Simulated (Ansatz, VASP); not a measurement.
**Si in VASP and in Ansatz**

```
Si
1.0
     3.84753    0.00000    0.00000
    -1.92376    3.33205    0.00000
     0.00000    0.00000   18.44160
Si
4
Cartesian
  0.0000 2.2214 4.9708
  1.9238 1.1107 4.5000
  1.6031 1.6660 9.4416
  -0.3206 2.7767 8.9708
```

Alike in both runs: task single point; functional PBE; dispersion D3(BJ); k mesh 9 × 9 × 1; occupations gaussian, width 0.1 eV; no spin polarisation.

|  | VASP | Ansatz |
| --- | --- | --- |
| version | VASP 6.6.1 | Ansatz 0.2.0 |
| potentials or method | VASP PAW PBE potentials, release 64 (Si), cutoff 520 eV | scalar-relativistic, plane waves, PAW |
| valence electrons in the cell | 16 | 16 |

```csv
,VASP,Ansatz,Ansatz less VASP
gap on the k mesh at the Fermi level (eV),0.40,0.40,0.000
least direct gap on the mesh (eV),0.40,0.40,0.000
rms of the force components (eV/Å),0.064,0.066,+0.0018
```

Atom by atom the forces differ by 0.003 eV/Å (rms over components).
